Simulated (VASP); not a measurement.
NbC (Niobocarbide):

```
CELL_PARAMETERS angstrom
0.00000 2.23455 2.23455
2.23455 0.00000 2.23455
2.23455 2.23455 0.00000
ATOMIC_POSITIONS crystal
Nb 0.00000 0.00000 0.00000
C 0.50000 0.50000 0.50000
```

```yaml
Program: VASP 6.6.1
Task: relaxation of cell and atoms
Functional: PBEsol
Potentials_or_basis: VASP PAW PBE potentials, release 64 (Nb_sv, C)
Cutoff: 600 eV
k_mesh: 13 × 13 × 13
Occupations: methfessel-paxton, width 0.1 eV
Spin: no spin polarisation
```

At the start: pressure -4.5 GPa; volume 11.16 Å³/atom.

**Question.** Where does the relaxation end?

**Answer.** Over 3 steps the energy falls by 2.3 meV/atom and the volume is 11.00 Å³/atom (-1.4 %); space group Fm-3m (No. 225, to 0.05 Å).

Step by step:
```
step  energy change (eV)  largest force (eV/Å)  pressure (GPa)  volume (Å³)
   1              0.0000                0.0000           -4.54        22.32
   2              0.0176                0.0000           10.78        21.31
   3             -0.0046                0.0000           -0.04        21.99
```

Final structure:
```yaml
crystal:
  lattice:
    - [0.00000, 2.22381, 2.22381]
    - [2.22381, 0.00000, 2.22381]
    - [2.22381, 2.22381, 0.00000]
  atoms:
    - { symbol: Nb, position: [0.00000, 0.00000, 0.00000] }
    - { symbol: C, position: [0.50000, 0.50000, 0.50000] }
```

Caveat: the PAW data sets were made with another functional, which shifts forces and pressure a little.
